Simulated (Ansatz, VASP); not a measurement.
# As: VASP beside Ansatz

Contents of INCAR:

```
  PREC = Accurate
  ENCUT = 520
  EDIFF = 1E-6
  ISMEAR = -1
  SIGMA = 0.1
  LREAL = F
  LASPH = T
  NELM = 60
  ALGO = Normal
  ISIF = 2
  LWAVE = F
  LCHARG = F
  GGA = CA
  NBANDS = 8
```

KPOINTS

```
regular mesh
0
Gamma
  13 13 13
```

Contents of POSCAR:

```
As
1.0
    2.7036800000     -0.0675920000      0.0000000000
   -0.0675920000      2.7036800000      0.0000000000
    0.0000000000      0.0000000000      2.7036800000
As
1
Direct
    0.5000000000      0.5000000000      0.5000000000
```

Input for Ansatz:

```yaml
crystal:
  lattice:
    - [2.70368, -0.067592, 0.0]
    - [-0.067592, 2.70368, 0.0]
    - [0.0, 0.0, 2.70368]
  atoms:
    - { symbol: As, position: [0.5, 0.5, 0.5] }
basis:
  ecutwfc: 470.0
kpoints:
  mp_grid:
    grid: [13, 13, 13]
hamiltonian:
  xc: lda
scf:
  occupations:
    method: fermi_dirac
    width: 0.1
output:
  stress: true
```

Alike in both runs: task single point; functional LDA; k mesh 13 × 13 × 13; occupations fermi-dirac, width 0.1 eV; no spin polarisation.

|  | VASP | Ansatz |
| --- | --- | --- |
| version | VASP 6.6.1 | Ansatz 0.2.0 |
| potentials or method | VASP PAW LDA potentials, release 64 (As), cutoff 520 eV | plane waves, PAW |
| valence electrons in the cell | 5 | 15 |

VASP gave:

```
pressure (GPa)                                                : -2.5
traceless stress, the component that is largest in VASP (GPa) : 1.47
```

Q: Which values does Ansatz return?

A: Pressure (GPa): -2.8; traceless stress, the component that is largest in VASP (GPa): 1.48.

LDA's correlation is that of Perdew and Zunger in VASP and of Perdew and Wang (1992) in Ansatz. VASP's potentials hold 5 valence electrons a cell and Ansatz's 15, so a difference there can come from the potentials and not from the codes.
